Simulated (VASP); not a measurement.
# CdS (Hawleyite) (F-43m) in VASP: further runs

Runs on CdS (Hawleyite). Level: LDA. Tasks: single point.

All numbers are computed with VASP 6.6.1; they aren't measurements. Logs are shortened: lines on timing, memory, paths and dates and some standing lists are left out, and cuts for length are marked.

## 1. The cell of the first run

It takes space group F-43m (No. 216, cubic). Conventional cell: a = 5.714 Å, b = 5.714 Å, c = 5.714 Å, α = 90.00°, β = 90.00°, γ = 90.00°. Cd (site symmetry -43m) has 4 S at 2.47 Å within 3.3 Å. Within 3.3 Å of S (site symmetry -43m) lie 4 Cd at 2.47 Å.

## 2. Single point, LDA

File INCAR:

```
PREC     = Accurate       # precision mode
ENCUT    = 520            # plane-wave cutoff, eV
EDIFF    = 1E-6           # SCF threshold, eV
ISMEAR   = 0              # smearing method
SIGMA    = 0.01           # smearing width, eV
LREAL    = F              # projectors in reciprocal space
LASPH    = T              # aspherical terms in the spheres
NELM     = 80             # most SCF steps
ALGO     = Normal         # electronic algorithm
ISIF     = 2              # what is computed and relaxed
LWAVE    = F              # write WAVECAR
LCHARG   = F              # write CHGCAR
GGA      = CA             # functional
NBANDS   = 16             # bands
```

File KPOINTS:

```
Automatic mesh
0
Gamma
  6 6 6
```

File POSCAR:

```
CdS
1.0
    0.0000000000      2.8569628861      2.8569628861
    2.8569628861      0.0000000000      2.8569628861
    2.8569628861      2.8569628861      0.0000000000
Cd S
1 1
Direct
    0.0000000000      0.0000000000      0.0000000000
    0.2500000000      0.2500000000      0.2500000000
```

Potentials or basis: VASP PAW LDA potentials, release 64 (Cd, S).

The run is started by

```sh
$ cat potpaw_LDA.64/Cd/POTCAR potpaw_LDA.64/S/POTCAR > POTCAR
$ mpirun -np 1 vasp_std > vasp.out
```

OUTCAR:

```text
PREC = Accurate
   ENCUT = 520
   EDIFF = 1E-6
   ISMEAR = 0
   LREAL = F
   LASPH = T
   NELM = 80
   ISIF = 2
   GGA = CA

 ion  position               nearest neighbor table
   1  0.000  0.000  0.000-   2 2.47   2 2.47   2 2.47   2 2.47
   2  0.250  0.250  0.250-   1 2.47   1 2.47   1 2.47   1 2.47

  LATTYP: Found a face centered cubic cell.
 ALAT       =     5.7139257722

  Lattice vectors:

 A1 = (   0.0000000000,   2.8569628861,   2.8569628861)
 A2 = (   2.8569628861,   0.0000000000,   2.8569628861)
 A3 = (   2.8569628861,   2.8569628861,   0.0000000000)

Analysis of symmetry for initial positions (statically):
=====================================================================
 Subroutine PRICEL returns:
 Original cell was already a primitive cell.

 Routine SETGRP: Setting up the symmetry group for a
 face centered cubic supercell.

 Subroutine GETGRP returns: Found 24 space group operations
 (whereof 24 operations were pure point group operations)
 out of a pool of 48 trial point group operations.

The static configuration has the point symmetry T_d .

Analysis of symmetry for dynamics (positions and initial velocities):
=====================================================================
 Subroutine PRICEL returns:
 Original cell was already a primitive cell.

 Routine SETGRP: Setting up the symmetry group for a
 face centered cubic supercell.

 Subroutine GETGRP returns: Found 24 space group operations
 (whereof 24 operations were pure point group operations)
 out of a pool of 48 trial point group operations.

The dynamic configuration has the point symmetry T_d .

 Subroutine INISYM returns: Found 24 space group operations
 (whereof 24 operations are pure point group operations),
 and found     1 'primitive' translations

----------------------------------------------------------------------------------------

                                     Primitive cell

  volume of cell :      46.6384

  direct lattice vectors                    reciprocal lattice vectors
     0.000000000  2.856962886  2.856962886    -0.175011024  0.175011024  0.175011024
     2.856962886  0.000000000  2.856962886     0.175011024 -0.175011024  0.175011024
     2.856962886  2.856962886  0.000000000     0.175011024  0.175011024 -0.175011024

  length of vectors
     4.040355661  4.040355661  4.040355661     0.303127985  0.303127985  0.303127985

  position of ions in fractional coordinates (direct lattice)
     0.000000000  0.000000000  0.000000000
     0.250000000  0.250000000  0.250000000

  ion indices of the primitive-cell ions
   primitive index   ion index
                 1           1
                 2           2

----------------------------------------------------------------------------------------

 KPOINTS: Automatic mesh

Automatic generation of k-mesh.
 Grid dimensions read from file:
 generate k-points for:    6    6    6

 Generating k-lattice:

  Cartesian coordinates                     Fractional coordinates (reciprocal lattice)
    -0.029168504  0.029168504  0.029168504     0.166666667  0.000000000  0.000000000
     0.029168504 -0.029168504  0.029168504     0.000000000  0.166666667  0.000000000
     0.029168504  0.029168504 -0.029168504     0.000000000  0.000000000  0.166666667

  Length of vectors
     0.050521331  0.050521331  0.050521331

  Shift w.r.t. Gamma in fractional coordinates (k-lattice)
     0.000000000  0.000000000  0.000000000

 Subroutine IBZKPT returns following result:
 ===========================================

 Found     16 irreducible k-points:

 Following reciprocal coordinates:
            Coordinates               Weight
  0.000000  0.000000  0.000000      1.000000
  0.166667  0.000000  0.000000      8.000000
  0.333333  0.000000  0.000000      8.000000
  0.500000  0.000000  0.000000      4.000000
  0.166667  0.166667  0.000000      6.000000
  0.333333  0.166667  0.000000     24.000000
[... 8 lines left out ...]
 -0.333333  0.333333  0.166667     24.000000
 -0.333333  0.500000  0.166667     12.000000
   k-points           NKPTS =     16   k-points in BZ     NKDIM =     16   number of bands    NBANDS=     16
   number of dos      NEDOS =    301   number of ions     NIONS =      2
   total plane-waves  NPLWV =  27000
   dimension x,y,z NGX =    30 NGY =   30 NGZ =   30
   dimension x,y,z NGXF=    60 NGYF=   60 NGZF=   60
   ions per type =               1   1
   NGX,Y,Z   is equivalent  to a cutoff of  12.34, 12.34, 12.34 a.u.
   NGXF,Y,Z  is equivalent  to a cutoff of  24.69, 24.69, 24.69 a.u.
 SYSTEM =  unknown system
   PREC   = accura    normal or accurate (medium, high low for compatibility)
   ISTART =      0    job   : 0-new  1-cont  2-samecut
   ICHARG =      2    charge: 1-file 2-atom 10-const
   ISPIN  =      1    spin polarized calculation?
   LNONCOLLINEAR =      F non collinear calculations
   LSORBIT =      F    spin-orbit coupling
   LASPH  =      T    aspherical Exc in radial PAW
   ENCUT  =  520.0 eV  38.22 Ry    6.18 a.u.   7.51  7.51  7.51*2*pi/ulx,y,z
   NELM   =     80;   NELMIN=  2; NELMDL= -5     # of ELM steps
   EDIFF  = 0.1E-05   stopping-criterion for ELM
   LREAL  =      F    real-space projection
   EDIFFG = 0.1E-04   stopping-criterion for IOM
   NSW    =      0    number of steps for IOM
   IBRION =     -1    ionic relax: 0-MD 1-quasi-New 2-CG
   NFREE  =      0    steps in history (QN), initial steepest desc. (CG)
   ISIF   =      2    stress and relaxation
   ISYM   =      2    0-nonsym 1-usesym 2-fastsym
   POTIM  = 0.5000    time-step for ionic-motion
   TEBEG  =    0.0;   TEEND  =   0.0 temperature during run
   PSTRESS=    0.0 pullay stress
   NELECT =      18.0000    total number of electrons
   NUPDOWN=      -1.0000    fix difference up-down
   EMIN   =  10.00;   EMAX   =-10.00  energy-range for DOS
   EFERMI =   0.00;   METHOD = LEGACY
   ISMEAR =     0;   SIGMA  =   0.01  broadening in eV -4-tet -1-fermi 0-gaus
   EFERMI_NEDOS =   21; number of points for ismear=-14 and -15
   IALGO  =     38    algorithm
   IMIX   =      4    mixing-type and parameters
     AMIX     =   0.40;   BMIX     =  1.00
     AMIX_MAG =   1.60;   BMIX_MAG =  1.00
  volume/ion in A,a.u.               =      23.32       157.37
  Fermi-wavevector in a.u.,A,eV,Ry     =   1.191931  2.252423 19.329786  1.420699
  Thomas-Fermi vector in A             =   2.327981
   LORBIT       =      0    0 simple, 1 ext, 2 COOP (PROOUT), +10 PAW based schemes
   GGA     = CA    functional components
   LHFCALC =     F    Hartree Fock is set to
   AEXX    =    0.0000 exact exchange contribution
   IVDW    =     0    specifies the selected vdW correction
   LEPSILON=     F    determine dielectric tensor
   LRPA    =     F    only Hartree local field effects (RPA)
 non-spin polarized calculation
 Gauss-broadening in eV      SIGMA  =   0.01
  energy-cutoff  :      520.00
  volume of cell :       46.64
 maximum number of plane-waves:      1278
   NGX = 15   NGY = 15   NGZ = 15

 number of electron      18.0000004 magnetization

 Free energy of the ion-electron system (eV)
  ---------------------------------------------------
  ext. energy  EPLUGINS =         0.00000000
  ---------------------------------------------------
  free energy    TOTEN  =        -7.39457416 eV

  energy without entropy =       -7.39457416  energy(sigma->0) =       -7.39457416

 E-fermi :   1.7758     XC(G=0):  -9.8694

 val. band max:        1.6953241839   @ k =   0.0000   0.0000   0.0000
 cond. band min:       2.7180020049   @ k =   0.0000   0.0000   0.0000
 fundamental gap:      1.0226778209
 Fermi energy:         1.7757935955

 k-point     1 :       0.0000    0.0000    0.0000
  band No.  band energies     occupation
      1     -11.0666      2.00000
      2      -6.3443      2.00000
      3      -6.3443      2.00000
      4      -6.3443      2.00000
      5      -5.7708      2.00000
      6      -5.7708      2.00000
[... 8 lines left out ...]
     15      13.2298      0.00000
     16      13.2298      0.00000

 k-point     2 :       0.1667    0.0000    0.0000
  band No.  band energies     occupation
      1     -10.9408      2.00000
      2      -6.2998      2.00000
      3      -6.2998      2.00000
      4      -6.2435      2.00000
      5      -5.7723      2.00000
      6      -5.7723      2.00000
[... 8 lines left out ...]
     15      12.3406      0.00000
     16      13.3937      0.00000

 k-point     3 :       0.3333    0.0000    0.0000
  band No.  band energies     occupation
      1     -10.6871      2.00000
      2      -6.2276      2.00000
      3      -6.2276      2.00000
      4      -5.8283      2.00000
      5      -5.7515      2.00000
      6      -5.7515      2.00000
[... 8 lines left out ...]
     15      12.7872      0.00000
     16      12.7872      0.00000

 k-point     4 :       0.5000    0.0000    0.0000
  band No.  band energies     occupation
      1     -10.5612      2.00000
      2      -6.2032      2.00000
      3      -6.2032      2.00000
      4      -5.7254      2.00000
      5      -5.7254      2.00000
      6      -5.3273      2.00000
[... 8 lines left out ...]
     15      14.3129      0.00000
     16      14.3129      0.00000
[... 172 lines left out ...]
 k-point    14 :       0.5000    0.3333    0.1667
  band No.  band energies     occupation
      1     -10.5258      2.00000
      2      -6.1247      2.00000
      3      -6.1168      2.00000
      4      -5.9014      2.00000
      5      -5.7244      2.00000
      6      -5.4542      2.00000
[... 8 lines left out ...]
     15      14.8148      0.00000
     16      15.0599      0.00000

 k-point    15 :      -0.3333    0.3333    0.1667
  band No.  band energies     occupation
      1     -10.4465      2.00000
      2      -6.1235      2.00000
      3      -6.0671      2.00000
      4      -5.8258      2.00000
      5      -5.7517      2.00000
      6      -5.1117      2.00000
[... 8 lines left out ...]
     15      14.1988      0.00000
     16      15.1755      0.00000

 k-point    16 :      -0.3333    0.5000    0.1667
  band No.  band energies     occupation
      1     -10.4077      2.00000
      2      -6.0915      2.00000
      3      -6.0201      2.00000
      4      -5.8688      2.00000
      5      -5.7218      2.00000
      6      -5.0733      2.00000
[... 8 lines left out ...]
     15      15.0379      0.00000
     16      15.0428      0.00000

------------------------ aborting loop because EDIFF is reached ----------------------------------------

  FORCE on cell =-STRESS in cart. coord.  units (eV):
  Direction    XX          YY          ZZ          XY          YZ          ZX
  --------------------------------------------------------------------------------------
  -------------------------------------------------------------------------------------
  Total        0.6453261      0.6453261      0.6453261     -0.0000000      0.0000000      0.0000000
  in kB       22.1689965     22.1689965     22.1689965     -0.0000000      0.0000000      0.0000000
  external PRESSURE =      22.1689965 kB  Pullay stress =       0.0000000 kB

 VOLUME and BASIS-vectors are now :
 -----------------------------------------------------------------------------
  energy-cutoff  :      520.00
  volume of cell :       46.64
      direct lattice vectors                 reciprocal lattice vectors
     0.000000000  2.856962886  2.856962886    -0.175011024  0.175011024  0.175011024
     2.856962886  0.000000000  2.856962886     0.175011024 -0.175011024  0.175011024
     2.856962886  2.856962886  0.000000000     0.175011024  0.175011024 -0.175011024

 POSITION                                       TOTAL-FORCE (eV/Angst)
 -----------------------------------------------------------------------------------
      0.00000      0.00000      0.00000         0.000000      0.000000      0.000000
      1.42848      1.42848      1.42848        -0.000000     -0.000000     -0.000000
 -----------------------------------------------------------------------------------
    total drift:                               -0.000000     -0.000000     -0.000000

  FREE ENERGIE OF THE ION-ELECTRON SYSTEM (eV)
  ---------------------------------------------------
  free  energy   TOTEN  =        -7.3945741599 eV

  energy  without entropy=       -7.3945741599  energy(sigma->0) =       -7.39457416
```

Run time: 6.6 s. Hardware: 1 thread of AMD EPYC 9R45 (Zen 5), shared host; peak memory 0.12 GiB.

Results:

```
Free energy            : -7.3946 eV
Pressure               : 2.2 GPa
Band gap on the k mesh : 1.02 eV, direct
```

(Part 1 of 2 ends here.)
